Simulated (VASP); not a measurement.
# Hf (Fm-3m) in VASP: notebook, part 2 of 2

VASP 6.6.1.

### Step 3. Electric field gradients, PBEsol (21.66 Å³/atom)

This run uses another cell than the first one, of 21.66 Å³/atom.

Input file INCAR:

```
  PREC = Accurate
  ENCUT = 520
  EDIFF = 1E-8
  ISMEAR = -1
  SIGMA = 0.03
  LREAL = F
  LASPH = T
  NELM = 80
  ALGO = Normal
  ISIF = 2
  LWAVE = F
  LCHARG = F
  GGA = PS
  LEFG = T
  NBANDS = 11
```

Input file KPOINTS:

```
Automatic mesh
0
Gamma
  16 16 16
```

Input file POSCAR:

```
Hf
1.0
    0.0000000000      2.2125751954      2.2125751954
    2.2125751954      0.0000000000      2.2125751954
    2.2125751954      2.2125751954      0.0000000000
Hf
1
Direct
    0.0000000000      0.0000000000      0.0000000000
```

Potentials or basis: VASP PAW PBE potentials, release 64 (Hf_pv).

The run is started by

```
> cat potpaw_PBE.64/Hf_pv/POTCAR > POTCAR
> mpirun -np 1 vasp_std > vasp.out
```

OUTCAR:

```text
PREC = Accurate
   ENCUT = 520
   EDIFF = 1E-8
   ISMEAR = -1
   LREAL = F
   LASPH = T
   NELM = 80
   ISIF = 2
   GGA = PS

 ion  position               nearest neighbor table
   1  0.000  0.000  0.000-

  LATTYP: Found a face centered cubic cell.
 ALAT       =     4.4251503908

  Lattice vectors:

 A1 = (   0.0000000000,   2.2125751954,   2.2125751954)
 A2 = (   2.2125751954,   0.0000000000,   2.2125751954)
 A3 = (   2.2125751954,   2.2125751954,   0.0000000000)

Analysis of symmetry for initial positions (statically):
=====================================================================
 Subroutine PRICEL returns:
 Original cell was already a primitive cell.

 Routine SETGRP: Setting up the symmetry group for a
 face centered cubic supercell.

 Subroutine GETGRP returns: Found 48 space group operations
 (whereof 48 operations were pure point group operations)
 out of a pool of 48 trial point group operations.

The static configuration has the point symmetry O_h .

Analysis of symmetry for dynamics (positions and initial velocities):
=====================================================================
 Subroutine PRICEL returns:
 Original cell was already a primitive cell.

 Routine SETGRP: Setting up the symmetry group for a
 face centered cubic supercell.

 Subroutine GETGRP returns: Found 48 space group operations
 (whereof 48 operations were pure point group operations)
 out of a pool of 48 trial point group operations.

The dynamic configuration has the point symmetry O_h .

 Subroutine INISYM returns: Found 48 space group operations
 (whereof 48 operations are pure point group operations),
 and found     1 'primitive' translations

----------------------------------------------------------------------------------------

                                     Primitive cell

  volume of cell :      21.6633

  direct lattice vectors                    reciprocal lattice vectors
     0.000000000  2.212575195  2.212575195    -0.225981020  0.225981020  0.225981020
     2.212575195  0.000000000  2.212575195     0.225981020 -0.225981020  0.225981020
     2.212575195  2.212575195  0.000000000     0.225981020  0.225981020 -0.225981020

  length of vectors
     3.129053849  3.129053849  3.129053849     0.391410609  0.391410609  0.391410609

  position of ions in fractional coordinates (direct lattice)
     0.000000000  0.000000000  0.000000000

  ion indices of the primitive-cell ions
   primitive index   ion index
                 1           1

----------------------------------------------------------------------------------------

 KPOINTS: Automatic mesh

Automatic generation of k-mesh.
 Grid dimensions read from file:
 generate k-points for:   16   16   16

[... 63 lines left out ...]
   EDIFF  = 0.1E-07   stopping-criterion for ELM
   LREAL  =      F    real-space projection
   EDIFFG = 0.1E-06   stopping-criterion for IOM
   NSW    =      0    number of steps for IOM
   IBRION =     -1    ionic relax: 0-MD 1-quasi-New 2-CG
   NFREE  =      0    steps in history (QN), initial steepest desc. (CG)
   ISIF   =      2    stress and relaxation
   ISYM   =      2    0-nonsym 1-usesym 2-fastsym
   POTIM  = 0.5000    time-step for ionic-motion
   TEBEG  =    0.0;   TEEND  =   0.0 temperature during run
   PSTRESS=    0.0 pullay stress
   NELECT =      10.0000    total number of electrons
   NUPDOWN=      -1.0000    fix difference up-down
   EMIN   =  10.00;   EMAX   =-10.00  energy-range for DOS
   EFERMI =   0.00;   METHOD = LEGACY
   ISMEAR =    -1;   SIGMA  =   0.03  broadening in eV -4-tet -1-fermi 0-gaus
   EFERMI_NEDOS =   21; number of points for ismear=-14 and -15
   IALGO  =     38    algorithm
   IMIX   =      4    mixing-type and parameters
     AMIX     =   0.40;   BMIX     =  1.00
     AMIX_MAG =   1.60;   BMIX_MAG =  1.00
  volume/ion in A,a.u.               =      21.66       146.19
  Fermi-wavevector in a.u.,A,eV,Ry     =   1.265222  2.390923 21.780031  1.600787
  Thomas-Fermi vector in A             =   2.398487
   LORBIT       =      0    0 simple, 1 ext, 2 COOP (PROOUT), +10 PAW based schemes
   GGA     = PS    functional components
   LHFCALC =     F    Hartree Fock is set to
   AEXX    =    0.0000 exact exchange contribution
   IVDW    =     0    specifies the selected vdW correction
   LEPSILON=     F    determine dielectric tensor
   LRPA    =     F    only Hartree local field effects (RPA)
 non-spin polarized calculation
  energy-cutoff  :      520.00
  volume of cell :       21.66
 maximum number of plane-waves:       604
   NGX = 11   NGY = 11   NGZ = 11

 number of electron      10.0000000 magnetization

 Free energy of the ion-electron system (eV)
  ---------------------------------------------------
  ext. energy  EPLUGINS =         0.00000000
  ---------------------------------------------------
  free energy    TOTEN  =       -10.43373935 eV

  energy without entropy =      -10.42822536  energy(sigma->0) =      -10.43098236

 E-fermi :   4.8027     XC(G=0): -11.5408

 val. band max:        4.7943199211   @ k =   0.3125   0.0000   0.0000
 cond. band min:       4.8110020939   @ k =  -0.3125   0.3125   0.0625
 fundamental gap:      0.0166821728
 Fermi energy:         4.8026974101

 k-point     1 :       0.0000    0.0000    0.0000
  band No.  band energies     occupation
      1     -25.0389      2.00000
      2     -25.0389      2.00000
      3     -25.0389      2.00000
      4      -2.5211      2.00000
      5       6.2084      0.00000
      6       6.2084      0.00000
      7       6.2084      0.00000
      8       9.1097      0.00000
      9       9.1097      0.00000
     10      16.2817      0.00000
     11      17.9655      0.00000
[... 309 lines left out ...]
 k-point    24 :      -0.0625    0.0625    0.0000
  band No.  band energies     occupation
      1     -25.1283      2.00000
      2     -25.0647      2.00000
      3     -25.0451      2.00000
      4      -2.1458      2.00000
      5       5.8322      0.00000
      6       6.3819      0.00000
      7       6.3987      0.00000
      8       8.7483      0.00000
      9       9.0962      0.00000
     10      17.1002      0.00000
     11      17.9633      0.00000

 [... further k-points ...]
[... 5 lines left out ...]
  --------------------------------------------------------------------------------------
  -------------------------------------------------------------------------------------
  Total       -0.1336657     -0.1336657     -0.1336657     -0.0000000      0.0000000      0.0000000
  in kB       -9.8856804     -9.8856804     -9.8856804     -0.0000000      0.0000000      0.0000000
  external PRESSURE =      -9.8856804 kB  Pullay stress =       0.0000000 kB

 VOLUME and BASIS-vectors are now :
 -----------------------------------------------------------------------------
  energy-cutoff  :      520.00
  volume of cell :       21.66
      direct lattice vectors                 reciprocal lattice vectors
     0.000000000  2.212575195  2.212575195    -0.225981020  0.225981020  0.225981020
     2.212575195  0.000000000  2.212575195     0.225981020 -0.225981020  0.225981020
     2.212575195  2.212575195  0.000000000     0.225981020  0.225981020 -0.225981020

 POSITION                                       TOTAL-FORCE (eV/Angst)
 -----------------------------------------------------------------------------------
      0.00000      0.00000      0.00000         0.000000      0.000000      0.000000
 -----------------------------------------------------------------------------------
    total drift:                                0.000000      0.000000      0.000000

  FREE ENERGIE OF THE ION-ELECTRON SYSTEM (eV)
  ---------------------------------------------------
  free  energy   TOTEN  =       -10.4337393494 eV

  energy  without entropy=      -10.4282253626  energy(sigma->0) =      -10.43098236

 Electric field gradients (V/A^2)
---------------------------------------------------------------------
 ion       V_xx      V_yy      V_zz      V_xy      V_xz      V_yz
---------------------------------------------------------------------
   1      -0.000     0.000    -0.000    -0.000    -0.000    -0.000
---------------------------------------------------------------------

 Electric field gradients after diagonalization (V/A^2)
 (convention: |V_zz| > |V_xx| > |V_yy|)
----------------------------------------------------------------------
 ion       V_xx      V_yy      V_zz     asymmetry (V_yy - V_xx)/ V_zz
----------------------------------------------------------------------
   1       0.000     0.000    -0.000       0.000
----------------------------------------------------------------------

           NMR quadrupolar parameters

 Cq : quadrupolar parameter    Cq=e*Q*V_zz/h
 eta: asymmetry parameters     (V_yy - V_xx)/ V_zz
 Q  : nuclear electric quadrupole moment in mb (millibarn)
----------------------------------------------------------------------
 ion       Cq(MHz)       eta       Q (mb)
----------------------------------------------------------------------
   1      -0.000       0.000       1.000
----------------------------------------------------------------------
```

OSZICAR:

```text
N       E                     dE             d eps       ncg     rms          rms(c)
DAV:   1     0.123161078232E+02    0.12316E+02   -0.57115E+03  3222   0.842E+02
DAV:   2    -0.103481953430E+02   -0.22664E+02   -0.21972E+02  3954   0.155E+02
DAV:   3    -0.107889753758E+02   -0.44078E+00   -0.43340E+00  4034   0.147E+01
DAV:   4    -0.107907508658E+02   -0.17755E-02   -0.17749E-02  3615   0.107E+00
DAV:   5    -0.107907595052E+02   -0.86394E-05   -0.86389E-05  4049   0.695E-02    0.468E+01
DAV:   6    -0.105274071398E+02    0.26335E+00   -0.21267E-01  3646   0.338E+00    0.278E+01
DAV:   7    -0.104378709020E+02    0.89536E-01   -0.32541E-01  3778   0.403E+00    0.126E+00
DAV:   8    -0.104336969589E+02    0.41739E-02   -0.25331E-02  3609   0.109E+00    0.109E-01
DAV:   9    -0.104337399673E+02   -0.43008E-04   -0.41346E-04  3863   0.160E-01    0.495E-02
DAV:  10    -0.104337396480E+02    0.31929E-06   -0.17969E-05  3640   0.318E-02    0.435E-02
DAV:  11    -0.104337393541E+02    0.29392E-06   -0.31171E-06  3848   0.132E-02    0.337E-03
DAV:  12    -0.104337393913E+02   -0.37205E-07   -0.44597E-08  3748   0.198E-03    0.340E-03
DAV:  13    -0.104337393503E+02    0.40989E-07   -0.16315E-09  2351   0.326E-04    0.149E-04
DAV:  14    -0.104337393494E+02    0.85299E-09   -0.17438E-10  2045   0.123E-04
   1 F= -.10433739E+02 E0= -.10430982E+02  d E =-.551399E-02
```

stdout:

```text
POSCAR found type information on POSCAR Hf
 POSCAR found :  1 types and       1 ions
 scaLAPACK will be used
 -----------------------------------------------------------------------------
|                                                                             |
|                                                                             |
|     You enforced a specific xc type in the INCAR file but a different       |
|     I HOPE YOU KNOW WHAT YOU ARE DOING!                                     |
|                                                                             |
 -----------------------------------------------------------------------------

 LDA part: xc-table for (Slater+PW92), standard interpolation
 POSCAR, INCAR and KPOINTS ok, starting setup
 FFT: planning ... GRIDC
 FFT: planning ... GRID_SOFT
 FFT: planning ... GRID
 WAVECAR not read
 entering main loop
ion   1
```

It took 35 s on 1 thread of Intel Xeon 8259CL, shared host; peak memory 0.16 GiB.

What came out:

| Property | Result |
| --- | --- |
| Free energy | -10.4337 eV |
| Pressure | -1.0 GPa |
| Band gap on the k mesh | zero (bands 5 and 6 overlap by 1.80 eV) |
| Largest electric field gradient by atom | under 0.05 V/Å² on every atom |

Caveat: the PAW data sets were made with another functional, which shifts forces and pressure a little; spin-orbit coupling is left out, which moves the levels of the heavy elements.
